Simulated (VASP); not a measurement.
# NaF (Pm-3m) in VASP: notebook

Runs on NaF. Level: PBEsol. Tasks: single point.

Program: VASP 6.6.1. These are calculated values, not measurements. Logs are shortened: lines on timing, memory, paths and dates and some standing lists are left out, and cuts for length are marked.

## Step 1: The cell of the first run

It takes space group Pm-3m (No. 221, cubic). Conventional cell: a = 2.849 Å, b = 2.849 Å, c = 2.849 Å, α = 90.00°, β = 90.00°, γ = 90.00°. Na (site symmetry m-3m) has 8 F at 2.47 Å and 6 Na at 2.85 Å within 3.3 Å. F (site symmetry m-3m) has 8 Na at 2.47 Å and 6 F at 2.85 Å within 3.3 Å.

## Step 2: Single point, PBEsol

INCAR

```
PREC = Accurate
ENCUT = 600
EDIFF = 1E-6
ISMEAR = 0
SIGMA = 0.05
LREAL = False
LASPH = True
NELM = 120
ALGO = Normal
ISIF = 2
LWAVE = False
LCHARG = False
GGA = PS
NBANDS = 14
GGA_COMPAT = False
```

KPOINTS

```
Automatic mesh
0
Gamma
  6 6 6
```

POSCAR

```
NaF
1.0
    2.8492235785      0.0000000000      0.0000000000
    0.0000000000      2.8492235785      0.0000000000
    0.0000000000      0.0000000000      2.8492235785
Na F
1 1
Direct
    0.0000000000      0.0000000000      0.0000000000
    0.5000000000      0.5000000000      0.5000000000
```

Potentials or basis: VASP PAW PBE potentials, release 64 (Na_pv, F).

Launch:

```
$ cat potpaw_PBE.64/Na_pv/POTCAR potpaw_PBE.64/F/POTCAR > POTCAR
$ mpirun -np 1 vasp_std > vasp.out
```

OUTCAR:

```text
PREC = Accurate
   ENCUT = 600
   EDIFF = 1E-6
   ISMEAR = 0
   LREAL = False
   LASPH = True
   NELM = 120
   ISIF = 2
   GGA = PS

 ion  position               nearest neighbor table
   1  0.000  0.000  0.000-
   2  0.500  0.500  0.500-

  LATTYP: Found a simple cubic cell.
 ALAT       =     2.8492235785

  Lattice vectors:

 A1 = (   2.8492235785,   0.0000000000,   0.0000000000)
 A2 = (   0.0000000000,   2.8492235785,   0.0000000000)
 A3 = (   0.0000000000,   0.0000000000,   2.8492235785)

Analysis of symmetry for initial positions (statically):
=====================================================================
 Subroutine PRICEL returns:
 Original cell was already a primitive cell.

 Routine SETGRP: Setting up the symmetry group for a
 simple cubic supercell.

 Subroutine GETGRP returns: Found 48 space group operations
 (whereof 48 operations were pure point group operations)
 out of a pool of 48 trial point group operations.

The static configuration has the point symmetry O_h .

Analysis of symmetry for dynamics (positions and initial velocities):
=====================================================================
 Subroutine PRICEL returns:
 Original cell was already a primitive cell.

 Routine SETGRP: Setting up the symmetry group for a
 simple cubic supercell.

 Subroutine GETGRP returns: Found 48 space group operations
 (whereof 48 operations were pure point group operations)
 out of a pool of 48 trial point group operations.

The dynamic configuration has the point symmetry O_h .

 Subroutine INISYM returns: Found 48 space group operations
 (whereof 48 operations are pure point group operations),
 and found     1 'primitive' translations

----------------------------------------------------------------------------------------

                                     Primitive cell

  volume of cell :      23.1302

  direct lattice vectors                    reciprocal lattice vectors
     2.849223579  0.000000000  0.000000000     0.350972808  0.000000000  0.000000000
     0.000000000  2.849223579  0.000000000     0.000000000  0.350972808  0.000000000
     0.000000000  0.000000000  2.849223579     0.000000000  0.000000000  0.350972808

  length of vectors
     2.849223579  2.849223579  2.849223579     0.350972808  0.350972808  0.350972808

  position of ions in fractional coordinates (direct lattice)
     0.000000000  0.000000000  0.000000000
     0.500000000  0.500000000  0.500000000

  ion indices of the primitive-cell ions
   primitive index   ion index
                 1           1
                 2           2

----------------------------------------------------------------------------------------

 KPOINTS: Automatic mesh

Automatic generation of k-mesh.
 Grid dimensions read from file:
 generate k-points for:    6    6    6

 Generating k-lattice:

  Cartesian coordinates                     Fractional coordinates (reciprocal lattice)
     0.058495468  0.000000000  0.000000000     0.166666667  0.000000000  0.000000000
     0.000000000  0.058495468  0.000000000     0.000000000  0.166666667  0.000000000
     0.000000000  0.000000000  0.058495468     0.000000000  0.000000000  0.166666667

  Length of vectors
     0.058495468  0.058495468  0.058495468

  Shift w.r.t. Gamma in fractional coordinates (k-lattice)
     0.000000000  0.000000000  0.000000000

 Subroutine IBZKPT returns following result:
 ===========================================

 Found     20 irreducible k-points:

 Following reciprocal coordinates:
            Coordinates               Weight
  0.000000  0.000000  0.000000      1.000000
  0.166667  0.000000  0.000000      6.000000
  0.333333  0.000000  0.000000      6.000000
  0.500000  0.000000  0.000000      3.000000
  0.166667  0.166667  0.000000     12.000000
  0.333333  0.166667  0.000000     24.000000
[... 12 lines left out ...]
  0.500000  0.500000  0.333333      6.000000
  0.500000  0.500000  0.500000      1.000000
   k-points           NKPTS =     20   k-points in BZ     NKDIM =     20   number of bands    NBANDS=     14
   number of dos      NEDOS =    301   number of ions     NIONS =      2
   total plane-waves  NPLWV =  13824
   dimension x,y,z NGX =    24 NGY =   24 NGZ =   24
   dimension x,y,z NGXF=    48 NGYF=   48 NGZF=   48
   ions per type =               1   1
   NGX,Y,Z   is equivalent  to a cutoff of  14.00, 14.00, 14.00 a.u.
   NGXF,Y,Z  is equivalent  to a cutoff of  28.01, 28.01, 28.01 a.u.
 SYSTEM =  unknown system
   PREC   = accura    normal or accurate (medium, high low for compatibility)
   ISTART =      0    job   : 0-new  1-cont  2-samecut
   ICHARG =      2    charge: 1-file 2-atom 10-const
   ISPIN  =      1    spin polarized calculation?
   LNONCOLLINEAR =      F non collinear calculations
   LSORBIT =      F    spin-orbit coupling
   LASPH  =      T    aspherical Exc in radial PAW
   ENCUT  =  600.0 eV  44.10 Ry    6.64 a.u.   5.69  5.69  5.69*2*pi/ulx,y,z
   NELM   =    120;   NELMIN=  2; NELMDL= -5     # of ELM steps
   EDIFF  = 0.1E-05   stopping-criterion for ELM
   LREAL  =      F    real-space projection
   EDIFFG = 0.1E-04   stopping-criterion for IOM
   NSW    =      0    number of steps for IOM
   IBRION =     -1    ionic relax: 0-MD 1-quasi-New 2-CG
   NFREE  =      0    steps in history (QN), initial steepest desc. (CG)
   ISIF   =      2    stress and relaxation
   ISYM   =      2    0-nonsym 1-usesym 2-fastsym
   POTIM  = 0.5000    time-step for ionic-motion
   TEBEG  =    0.0;   TEEND  =   0.0 temperature during run
   PSTRESS=    0.0 pullay stress
   NELECT =      14.0000    total number of electrons
   NUPDOWN=      -1.0000    fix difference up-down
   EMIN   =  10.00;   EMAX   =-10.00  energy-range for DOS
   EFERMI =   0.00;   METHOD = LEGACY
   ISMEAR =     0;   SIGMA  =   0.05  broadening in eV -4-tet -1-fermi 0-gaus
   EFERMI_NEDOS =   21; number of points for ismear=-14 and -15
   IALGO  =     38    algorithm
   IMIX   =      4    mixing-type and parameters
     AMIX     =   0.40;   BMIX     =  1.00
     AMIX_MAG =   1.60;   BMIX_MAG =  1.00
  volume/ion in A,a.u.               =      11.57        78.05
  Fermi-wavevector in a.u.,A,eV,Ry     =   1.384813  2.616916 26.091970  1.917706
  Thomas-Fermi vector in A             =   2.509282
   LORBIT       =      0    0 simple, 1 ext, 2 COOP (PROOUT), +10 PAW based schemes
   GGA     = PS    functional components
   LHFCALC =     F    Hartree Fock is set to
   AEXX    =    0.0000 exact exchange contribution
   IVDW    =     0    specifies the selected vdW correction
   LEPSILON=     F    determine dielectric tensor
   LRPA    =     F    only Hartree local field effects (RPA)
 non-spin polarized calculation
 Gauss-broadening in eV      SIGMA  =   0.05
  energy-cutoff  :      600.00
  volume of cell :       23.13
 maximum number of plane-waves:       804
 NGX is ok and might be reduce to    24
   NGX = 11   NGY = 11   NGZ = 11

 number of electron      14.0000003 magnetization

 Free energy of the ion-electron system (eV)
  ---------------------------------------------------
  ext. energy  EPLUGINS =         0.00000000
  ---------------------------------------------------
  free energy    TOTEN  =        -8.48200982 eV

  energy without entropy =       -8.48200982  energy(sigma->0) =       -8.48200982

 E-fermi :  -0.7763     XC(G=0):  -9.8096

 val. band max:       -1.0440543124   @ k =   0.5000   0.5000   0.0000
 cond. band min:       4.5752177380   @ k =   0.0000   0.0000   0.0000
 fundamental gap:      5.6192720503
 Fermi energy:        -0.7762603292

 k-point     1 :       0.0000    0.0000    0.0000
  band No.  band energies     occupation
      1     -21.0045      2.00000
      2     -21.0045      2.00000
      3     -21.0045      2.00000
      4     -20.6711      2.00000
      5      -1.3635      2.00000
      6      -1.3635      2.00000
      7      -1.3635      2.00000
      8       4.5752      0.00000
      9      14.2711      0.00000
     10      14.2711      0.00000
     11      21.9340      0.00000
     12      21.9340      0.00000
     13      21.9340      0.00000
     14      29.3738      0.00000

 k-point     2 :       0.1667    0.0000    0.0000
  band No.  band energies     occupation
      1     -21.2523      2.00000
      2     -20.9980      2.00000
      3     -20.9980      2.00000
      4     -20.4053      2.00000
      5      -2.0282      2.00000
      6      -1.3329      2.00000
      7      -1.3329      2.00000
      8       5.4394      0.00000
      9      13.7341      0.00000
     10      14.7785      0.00000
     11      21.8741      0.00000
     12      21.8741      0.00000
     13      22.8276      0.00000
     14      27.0982      0.00000

 k-point     3 :       0.3333    0.0000    0.0000
  band No.  band energies     occupation
      1     -21.5203      2.00000
      2     -20.9851      2.00000
      3     -20.9851      2.00000
      4     -20.0961      2.00000
      5      -3.0963      2.00000
      6      -1.2706      2.00000
      7      -1.2706      2.00000
      8       7.3350      0.00000
      9      12.0644      0.00000
     10      16.2889      0.00000
     11      21.7484      0.00000
     12      21.7484      0.00000
     13      22.5438      0.00000
     14      25.0164      0.00000
[... 256 lines left out ...]
 k-point    19 :       0.5000    0.5000    0.3333
  band No.  band energies     occupation
      1     -21.1797      2.00000
      2     -21.1797      2.00000
      3     -21.1161      2.00000
      4     -20.0314      2.00000
      5      -2.6501      2.00000
      6      -2.6501      2.00000
      7      -2.2345      2.00000
      8      12.0588      0.00000
      9      12.9994      0.00000
     10      12.9994      0.00000
     11      16.6361      0.00000
     12      18.2383      0.00000
     13      18.2383      0.00000
     14      22.5868      0.00000

 k-point    20 :       0.5000    0.5000    0.5000
  band No.  band energies     occupation
      1     -21.1681      2.00000
      2     -21.1681      2.00000
      3     -21.1681      2.00000
      4     -19.9768      2.00000
      5      -2.5877      2.00000
      6      -2.5877      2.00000
      7      -2.5877      2.00000
      8      12.7821      0.00000
      9      12.7821      0.00000
     10      12.7821      0.00000
     11      17.6124      0.00000
     12      17.6124      0.00000
     13      17.6124      0.00000
     14      21.2237      0.00000

------------------------ aborting loop because EDIFF is reached ----------------------------------------

  FORCE on cell =-STRESS in cart. coord.  units (eV):
  Direction    XX          YY          ZZ          XY          YZ          ZX
  --------------------------------------------------------------------------------------
  -------------------------------------------------------------------------------------
  Total       -0.2751618     -0.2751618     -0.2751618     -0.0000000      0.0000000     -0.0000000
  in kB      -19.0598383    -19.0598383    -19.0598383     -0.0000000      0.0000000     -0.0000000
  external PRESSURE =     -19.0598383 kB  Pullay stress =       0.0000000 kB

 VOLUME and BASIS-vectors are now :
 -----------------------------------------------------------------------------
  energy-cutoff  :      600.00
  volume of cell :       23.13
      direct lattice vectors                 reciprocal lattice vectors
     2.849223579  0.000000000  0.000000000     0.350972808  0.000000000  0.000000000
     0.000000000  2.849223579  0.000000000     0.000000000  0.350972808  0.000000000
     0.000000000  0.000000000  2.849223579     0.000000000  0.000000000  0.350972808

 POSITION                                       TOTAL-FORCE (eV/Angst)
 -----------------------------------------------------------------------------------
      0.00000      0.00000      0.00000         0.000000      0.000000      0.000000
      1.42461      1.42461      1.42461         0.000000      0.000000      0.000000
 -----------------------------------------------------------------------------------
    total drift:                                0.000000      0.000000     -0.000000

  FREE ENERGIE OF THE ION-ELECTRON SYSTEM (eV)
  ---------------------------------------------------
  free  energy   TOTEN  =        -8.4820098159 eV

  energy  without entropy=       -8.4820098159  energy(sigma->0) =       -8.48200982
```

Run time: 10 s. Hardware: 1 thread of Intel Xeon 8259CL, shared host; peak memory 0.13 GiB.

Results:

* Free energy: -8.4820 eV
* Pressure: -1.9 GPa
* Band gap on the k mesh: 5.62 eV, indirect (least direct gap 5.94 eV)

Caveat: the PAW data sets were made with another functional, which shifts forces and pressure a little. PBEsol gaps usually lie below the measured ones, often by a third to a half.

## Step 3: Single point, PBEsol

This run uses another cell than the first one, of 11.40 Å³/atom, 0.986 times its volume.

INCAR

```
SYSTEM = NaF
ALGO     = Normal         ! electronic algorithm
EDIFF    = 1E-6           ! SCF threshold, eV
ENCUT    = 600            ! plane-wave cutoff, eV
GGA      = PS             ! functional
GGA_COMPAT= .False.      
ISIF     = 2              ! what is computed and relaxed
ISMEAR   = 0              ! smearing method
LASPH    = .True.         ! aspherical terms in the spheres
LCHARG   = .True.         ! write CHGCAR
LELF     = .True.         ! ELF
LREAL    = .False.        ! projectors in reciprocal space
LVHAR    = .True.       
LWAVE    = .False.        ! write WAVECAR
NBANDS   = 14             ! bands
NELM     = 120            ! most SCF steps
PREC     = Accurate       ! precision mode
SIGMA    = 0.05           ! smearing width, eV
```

KPOINTS

```
k-points
0
Gamma
  6 6 6
  0 0 0
```

POSCAR

```
NaF
1.0
    2.8357083821      0.0000000000      0.0000000000
    0.0000000000      2.8357083821      0.0000000000
    0.0000000000      0.0000000000      2.8357083821
Na F
1 1
Direct
    0.0000000000      0.0000000000      0.0000000000
    0.5000000000      0.5000000000      0.5000000000
```

Potentials or basis: VASP PAW PBE potentials, release 64 (Na_pv, F).

Launch:

```
$ cat potpaw_PBE.64/Na_pv/POTCAR potpaw_PBE.64/F/POTCAR > POTCAR
$ mpirun -np 1 vasp_std > vasp.out
```

It took 10 s on 1 thread of Intel Xeon 8259CL, shared host; peak memory 0.13 GiB.

It converged, with:

| Item | Value |
| --- | --- |
| Free energy | -8.4844 eV |
| Pressure | -1.2 GPa |
| Band gap on the k mesh | 5.70 eV, indirect (least direct gap 6.03 eV) |

Levels at points of the mesh, in eV from the valence-band top:
| k point | band 4 | band 5 | band 6 | band 7 | band 8 | band 9 | band 10 | band 11 |
| --- | --- | --- | --- | --- | --- | --- | --- | --- |
| (0.00, 0.00, 0.00) | -19.66 | -0.32 | -0.32 | -0.32 | 5.70 | 15.38 | 15.38 | 23.20 |
| (0.50, 0.00, 0.00) | -18.92 | -2.56 | -0.20 | -0.20 | 10.36 | 11.36 | 19.46 | 20.66 |
| (0.50, 0.50, 0.00) | -19.17 | -1.82 | -1.82 | 0.00 | 11.58 | 14.67 | 14.67 | 15.14 |
| (0.50, 0.50, 0.50) | -18.94 | -1.58 | -1.58 | -1.58 | 13.93 | 13.93 | 13.93 | 18.81 |

Caveat: the PAW data sets were made with another functional, which shifts forces and pressure a little.
